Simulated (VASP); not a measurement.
# Li (P6_3/mmc) in VASP: notebook

Li is run at these levels: PBE; tasks: single point, relaxation of cell and atoms.

All numbers are computed with VASP 6.6.1; they aren't measurements. Logs are shortened: lines on timing, memory, paths and dates and some standing lists are left out, and cuts for length are marked.

### Step 1. The cell of the first run

Symmetry: P6_3/mmc, No. 194, hexagonal system. The conventional cell has a = 3.047 Å, b = 3.047 Å, c = 5.028 Å, α = 90.00°, β = 90.00°, γ = 120.00°. Within 4.0 Å of Li (site symmetry -6m2) lie 12 Li at 3.05 to 3.07 Å.

### Step 2. Single point, PBE

The input, INCAR:

```
SYSTEM = Li
PREC = Accurate ; ENCUT = 520
EDIFF = 1E-7 ; ISMEAR = 0
SIGMA = 0.1 ; LREAL = .FALSE.
LASPH = .TRUE. ; NELM = 60
ALGO = Normal ; ISIF = 2
LWAVE = .FALSE. ; LCHARG = .TRUE.
GGA = PE ; LELF = .TRUE.
LVHAR = .TRUE. ; NBANDS = 10
```

The input, KPOINTS:

```
regular mesh
0
G
  18 18 8
  0 0 0
```

The input, POSCAR:

```
Li
1.0
    3.0466247594      0.0000000000      0.0000000000
   -1.5233123797      2.6384544374      0.0000000000
    0.0000000000      0.0000000000      5.0282139646
Li
2
Direct
    0.3333333333      0.6666666667      0.2500000000
    0.6666666667      0.3333333333      0.7500000000
```

Potentials or basis: VASP PAW PBE potentials, release 64 (Li_sv).

The run is started by

```console
cat potpaw_PBE.64/Li_sv/POTCAR > POTCAR
mpirun -np 1 vasp_std > vasp.out
```

OUTCAR:

```text
SYSTEM = Li
   PREC = Accurate
   ENCUT = 520
   EDIFF = 1E-7
   ISMEAR = 0
   LREAL = .FALSE.
   LASPH = .TRUE.
   NELM = 60
   ISIF = 2
   GGA = PE

 ion  position               nearest neighbor table
   1  0.333  0.667  0.250-
   2  0.667  0.333  0.750-

  LATTYP: Found a hexagonal cell.
 ALAT       =     3.0466247594
 C/A-ratio  =     1.6504211584

  Lattice vectors:

 A1 = (   3.0466247594,   0.0000000000,   0.0000000000)
 A2 = (  -1.5233123797,   2.6384544374,   0.0000000000)
 A3 = (   0.0000000000,   0.0000000000,   5.0282139646)

Analysis of symmetry for initial positions (statically):
=====================================================================
 Subroutine PRICEL returns:
 Original cell was already a primitive cell.

 Routine SETGRP: Setting up the symmetry group for a
 hexagonal supercell.

 Subroutine GETGRP returns: Found 24 space group operations
 (whereof 12 operations were pure point group operations)
 out of a pool of 24 trial point group operations.

The static configuration has the point symmetry D_3d.
 The point group associated with its full space group is D_6h.

Analysis of symmetry for dynamics (positions and initial velocities):
=====================================================================
 Subroutine PRICEL returns:
 Original cell was already a primitive cell.

 Routine SETGRP: Setting up the symmetry group for a
 hexagonal supercell.

 Subroutine GETGRP returns: Found 24 space group operations
 (whereof 12 operations were pure point group operations)
 out of a pool of 24 trial point group operations.

The dynamic configuration has the point symmetry D_3d.
 The point group associated with its full space group is D_6h.

 Subroutine INISYM returns: Found 24 space group operations
 (whereof 12 operations are pure point group operations),
 and found     1 'primitive' translations

----------------------------------------------------------------------------------------

                                     Primitive cell

  volume of cell :      40.4187

  direct lattice vectors                    reciprocal lattice vectors
     3.046624759  0.000000000  0.000000000     0.328232086  0.189504883  0.000000000
    -1.523312380  2.638454437  0.000000000     0.000000000  0.379009766  0.000000000
     0.000000000  0.000000000  5.028213965     0.000000000  0.000000000  0.198877774

  length of vectors
     3.046624759  3.046624759  5.028213965     0.379009766  0.379009766  0.198877774

  position of ions in fractional coordinates (direct lattice)
     0.333333333  0.666666667  0.250000000
     0.666666667  0.333333333  0.750000000

  ion indices of the primitive-cell ions
   primitive index   ion index
                 1           1
                 2           2

----------------------------------------------------------------------------------------

 KPOINTS: regular mesh

Automatic generation of k-mesh.
 Grid dimensions read from file:
 generate k-points for:   18   18    8

 Generating k-lattice:

  Cartesian coordinates                     Fractional coordinates (reciprocal lattice)
     0.018235116  0.010528049  0.000000000     0.055555556  0.000000000  0.000000000
     0.000000000  0.021056098  0.000000000     0.000000000  0.055555556  0.000000000
     0.000000000  0.000000000  0.024859722     0.000000000  0.000000000  0.125000000

  Length of vectors
     0.021056098  0.021056098  0.024859722

  Shift w.r.t. Gamma in fractional coordinates (k-lattice)
     0.000000000  0.000000000  0.000000000

 Subroutine IBZKPT returns following result:
 ===========================================

 Found    185 irreducible k-points:

 Following reciprocal coordinates:
            Coordinates               Weight
  0.000000  0.000000  0.000000      1.000000
  0.055556  0.000000  0.000000      6.000000
  0.111111  0.000000  0.000000      6.000000
  0.166667  0.000000  0.000000      6.000000
  0.222222  0.000000  0.000000      6.000000
  0.277778  0.000000  0.000000      6.000000
[... 16 lines left out ...]
  0.333333  0.111111  0.000000     12.000000
  0.388889  0.111111  0.000000     12.000000
 [... further k-points ...]
   k-points           NKPTS =    185   k-points in BZ     NKDIM =    185   number of bands    NBANDS=     10
   number of dos      NEDOS =    301   number of ions     NIONS =      2
   total plane-waves  NPLWV =  23040
   dimension x,y,z NGX =    24 NGY =   24 NGZ =   40
   dimension x,y,z NGXF=    48 NGYF=   48 NGZF=   80
   ions per type =               2
   NGX,Y,Z   is equivalent  to a cutoff of  13.10, 13.10, 13.23 a.u.
   NGXF,Y,Z  is equivalent  to a cutoff of  26.19, 26.19, 26.45 a.u.
 SYSTEM =  Li
   PREC   = accura    normal or accurate (medium, high low for compatibility)
   ISTART =      0    job   : 0-new  1-cont  2-samecut
   ICHARG =      2    charge: 1-file 2-atom 10-const
   ISPIN  =      1    spin polarized calculation?
   LNONCOLLINEAR =      F non collinear calculations
   LSORBIT =      F    spin-orbit coupling
   LASPH  =      T    aspherical Exc in radial PAW
   ENCUT  =  520.0 eV  38.22 Ry    6.18 a.u.   5.66  5.66  9.35*2*pi/ulx,y,z
   NELM   =     60;   NELMIN=  2; NELMDL= -5     # of ELM steps
   EDIFF  = 0.1E-06   stopping-criterion for ELM
   LREAL  =      F    real-space projection
   EDIFFG = 0.1E-05   stopping-criterion for IOM
   NSW    =      0    number of steps for IOM
   IBRION =     -1    ionic relax: 0-MD 1-quasi-New 2-CG
   NFREE  =      0    steps in history (QN), initial steepest desc. (CG)
   ISIF   =      2    stress and relaxation
   ISYM   =      2    0-nonsym 1-usesym 2-fastsym
   POTIM  = 0.5000    time-step for ionic-motion
   TEBEG  =    0.0;   TEEND  =   0.0 temperature during run
   PSTRESS=    0.0 pullay stress
   NELECT =       6.0000    total number of electrons
   NUPDOWN=      -1.0000    fix difference up-down
   EMIN   =  10.00;   EMAX   =-10.00  energy-range for DOS
   EFERMI =   0.00;   METHOD = LEGACY
   ISMEAR =     0;   SIGMA  =   0.10  broadening in eV -4-tet -1-fermi 0-gaus
   EFERMI_NEDOS =   21; number of points for ismear=-14 and -15
   IALGO  =     38    algorithm
   IMIX   =      4    mixing-type and parameters
     AMIX     =   0.40;   BMIX     =  1.00
     AMIX_MAG =   1.60;   BMIX_MAG =  1.00
  volume/ion in A,a.u.               =      20.21       136.38
  Fermi-wavevector in a.u.,A,eV,Ry     =   0.866824  1.638061 10.223208  0.751385
  Thomas-Fermi vector in A             =   1.985269
   LORBIT       =      0    0 simple, 1 ext, 2 COOP (PROOUT), +10 PAW based schemes
   GGA     = PE    functional components
   LHFCALC =     F    Hartree Fock is set to
   AEXX    =    0.0000 exact exchange contribution
   IVDW    =     0    specifies the selected vdW correction
   LEPSILON=     F    determine dielectric tensor
   LRPA    =     F    only Hartree local field effects (RPA)
 non-spin polarized calculation
 Gauss-broadening in eV      SIGMA  =   0.10
  energy-cutoff  :      520.00
  volume of cell :       40.42
 maximum number of plane-waves:      1105
 NGX is ok and might be reduce to    24
   NGX = 11   NGY = 11   NGZ = 19

 number of electron       6.0000003 magnetization

 Free energy of the ion-electron system (eV)
  ---------------------------------------------------
  ext. energy  EPLUGINS =         0.00000000
  ---------------------------------------------------
  free energy    TOTEN  =        -3.81479618 eV

  energy without entropy =       -3.80973285  energy(sigma->0) =       -3.81226451

 E-fermi :   0.6362     XC(G=0):  -7.0515

 val. band max:        0.6273740954   @ k =   0.5000   0.0000   0.1250
 cond. band min:       0.6476810247   @ k =   0.2222   0.1667   0.3750
 fundamental gap:      0.0203069293
 Fermi energy:         0.6361569349

 k-point     1 :       0.0000    0.0000    0.0000
  band No.  band energies     occupation
      1     -45.8901      2.00000
      2     -45.8726      2.00000
      3      -2.9312      2.00000
      4       0.5585      1.72774
      5       3.4828      0.00000
      6      13.2384      0.00000
      7      13.2384      0.00000
      8      14.6188      0.00000
      9      14.6188      0.00000
     10      14.9497      0.00000

 k-point     2 :       0.0556    0.0000    0.0000
  band No.  band energies     occupation
      1     -45.8896      2.00000
      2     -45.8724      2.00000
      3      -2.8817      2.00000
      4       0.6240      1.13695
      5       3.5022      0.00000
      6      12.6628      0.00000
      7      12.8262      0.00000
      8      14.5994      0.00000
      9      14.8849      0.00000
     10      14.9131      0.00000

 k-point     3 :       0.1111    0.0000    0.0000
  band No.  band energies     occupation
      1     -45.8881      2.00000
      2     -45.8716      2.00000
      3      -2.7331      2.00000
      4       0.8202      0.00926
      5       3.5586      0.00000
      6      11.4000      0.00000
      7      12.0954      0.00000
      8      14.5307      0.00000
      9      14.7287      0.00000
     10      15.0843      0.00000

 k-point     4 :       0.1667    0.0000    0.0000
  band No.  band energies     occupation
      1     -45.8859      2.00000
      2     -45.8705      2.00000
      3      -2.4855      2.00000
      4       1.1468      0.00000
      5       3.6409      0.00000
      6       9.9703      0.00000
      7      11.3680      0.00000
      8      14.1310      0.00000
      9      14.2329      0.00000
     10      14.8206      0.00000
[... 222 lines left out ...]
 k-point    22 :       0.2778    0.1111    0.0000
  band No.  band energies     occupation
      1     -45.8761      2.00000
      2     -45.8667      2.00000
      3      -0.9994      2.00000
      4       3.0928      0.00000
      5       3.6412      0.00000
      6       6.4325      0.00000
      7       8.3848      0.00000
      8      10.0890      0.00000
      9      11.4471      0.00000
     10      13.1357      0.00000

 k-point    23 :       0.3333    0.1111    0.0000
  band No.  band energies     occupation
      1     -45.8735      2.00000
      2     -45.8662      2.00000
      3      -0.3694      2.00000
      4       3.0933      0.00000
      5       3.9208      0.00000
      6       6.1847      0.00000
      7       7.8305      0.00000
      8       8.6890      0.00000
      9      10.7893      0.00000
     10      12.9148      0.00000

 k-point    24 :       0.3889    0.1111    0.0000
  band No.  band energies     occupation
      1     -45.8716      2.00000
      2     -45.8660      2.00000
      3       0.3092      2.00000
      4       2.3364      0.00000
      5       4.8365      0.00000
      6       6.3685      0.00000
      7       7.2887      0.00000
      8       7.4181      0.00000
      9      10.3862      0.00000
     10      12.7798      0.00000

 [... further k-points ...]
[... 5 lines left out ...]
  --------------------------------------------------------------------------------------
  -------------------------------------------------------------------------------------
  Total       -0.0114061     -0.0114061     -0.0224804      0.0000000      0.0000000      0.0000000
  in kB       -0.4521310     -0.4521310     -0.8911106      0.0000000      0.0000000      0.0000000
  external PRESSURE =      -0.5984576 kB  Pullay stress =       0.0000000 kB

 VOLUME and BASIS-vectors are now :
 -----------------------------------------------------------------------------
  energy-cutoff  :      520.00
  volume of cell :       40.42
      direct lattice vectors                 reciprocal lattice vectors
     3.046624759  0.000000000  0.000000000     0.328232086  0.189504883  0.000000000
    -1.523312380  2.638454437  0.000000000     0.000000000  0.379009766  0.000000000
     0.000000000  0.000000000  5.028213965     0.000000000  0.000000000  0.198877774

 POSITION                                       TOTAL-FORCE (eV/Angst)
 -----------------------------------------------------------------------------------
     -0.00000      1.75897      1.25705         0.000000      0.000000      0.000000
      1.52331      0.87948      3.77116        -0.000000     -0.000000     -0.000000
 -----------------------------------------------------------------------------------
    total drift:                               -0.000000      0.000000      0.000000

  FREE ENERGIE OF THE ION-ELECTRON SYSTEM (eV)
  ---------------------------------------------------
  free  energy   TOTEN  =        -3.8147961751 eV

  energy  without entropy=       -3.8097328523  energy(sigma->0) =       -3.81226451
```

It took 36 s on 1 thread of Intel Xeon Platinum 8259CL at 2.50GHz (Skylake/Cascade Lake), shared host; peak memory 0.19 GiB.

What came out:

| Property | Result |
| --- | --- |
| Free energy | -3.8148 eV |
| Band gap on the k mesh | zero (band 3 reaches 2.83 eV, above the bottom of band 4 at -1.83 eV) |

Caveat: the cutoff is under 1.25 times the usual one of these potentials, so pressure, stress and relaxed cells hold a basis-set (Pulay) error.

### Step 3. Relaxation of cell and atoms, PBE

This run uses another cell than the first one, of 20.10 Å³/atom, 0.995 times its volume.

The input, INCAR:

```
SYSTEM = Li
ALGO = Normal
EDIFF = 1E-7
EDIFFG = -0.005
ENCUT = 600
GGA = PE
IBRION = 2
ISIF = 3
ISMEAR = 0
LASPH = .TRUE.
LCHARG = .FALSE.
LREAL = .FALSE.
LWAVE = .FALSE.
NELM = 80
NSW = 100
PREC = Accurate
SIGMA = 0.1
```

The input, KPOINTS:

```
k-points
0
G
  18 18 8
  0 0 0
```

The input, POSCAR:

```
Li
1.0
    3.0147964037      0.0000000000      0.0000000000
   -1.5073982019      2.6108902729      0.0000000000
    0.0000000000      0.0000000000      5.1083222000
Li
2
Direct
    0.3333333300      0.6666666700      0.2500000000
    0.6666666700      0.3333333300      0.7500000000
```

Potentials or basis: VASP PAW PBE potentials, release 64 (Li_sv).

The run is started by

```console
cat potpaw_PBE.64/Li_sv/POTCAR > POTCAR
mpirun -np 1 vasp_std > vasp.out
```

It took 99 s on 1 thread of Intel Xeon Platinum 8259CL at 2.50GHz (Skylake/Cascade Lake), shared host; peak memory 0.18 GiB.

The run converged. Its results:

```yaml
Free_energy: -3.8142 eV
Relaxed_volume: 20.02 Å³/atom
Relaxed_cell: a = 3.040 Å, b = 3.040 Å, c = 5.002 Å, α = 90.00°, β = 90.00°, γ = 120.00°
Space_group_after_relaxing_to_0.05_Å: P6_3/mmc (No. 194)
Energy_gained_by_relaxing: 0.9 meV/atom
Ionic_steps: 5
Pressure_after_relaxing: 0.0 GPa
Band_gap_on_the_k_mesh: zero (band 3 reaches 2.86 eV, above the bottom of band 4 at -1.81 eV)
```

The path:
| step | energy change (eV) | largest force (eV/Å) | pressure (GPa) | volume (Å³) |
| --- | --- | --- | --- | --- |
| 1 | 0.0000 | 0.0000 | -0.04 | 40.21 |
| 2 | -0.0006 | 0.0000 | -0.03 | 40.18 |
| 3 | -0.0016 | 0.0000 | 0.00 | 40.10 |
| 4 | -0.0011 | 0.0000 | 0.07 | 39.92 |
| 5 | -0.0018 | 0.0000 | 0.03 | 40.03 |

Final structure:
```cif
data_structure
_symmetry_space_group_name_H-M 'P 1'
_symmetry_Int_Tables_number 1
_cell_length_a 3.0401
_cell_length_b 3.0401
_cell_length_c 5.0017
_cell_angle_alpha 90.000
_cell_angle_beta 90.000
_cell_angle_gamma 120.000
_cell_volume 40.03
loop_
_atom_site_label
_atom_site_type_symbol
_atom_site_fract_x
_atom_site_fract_y
_atom_site_fract_z
_atom_site_occupancy
Li1 Li 0.33333 0.66667 0.25000 1
Li2 Li 0.66667 0.33333 0.75000 1
```

Levels at points of the mesh, in eV from the Fermi level:
| k point | band 1 | band 2 | band 3 | band 4 | band 5 | band 6 | band 7 |
| --- | --- | --- | --- | --- | --- | --- | --- |
| (0.00, 0.00, 0.00) | -46.51 | -46.49 | -3.58 | -0.07 | 2.90 | 12.65 | 12.65 |
| (0.50, 0.00, 0.00) | -46.49 | -46.48 | -0.08 | 1.06 | 4.70 | 5.86 | 6.26 |
| (0.00, 0.00, 0.50) | -46.50 | -46.50 | -2.47 | -2.47 | 7.93 | 7.93 | 13.55 |
| (0.50, 0.00, 0.50) | -46.49 | -46.49 | 0.69 | 0.69 | 3.55 | 3.55 | 9.95 |

Caveat: the cutoff is under 1.25 times the usual one of these potentials, so pressure, stress and relaxed cells hold a basis-set (Pulay) error.
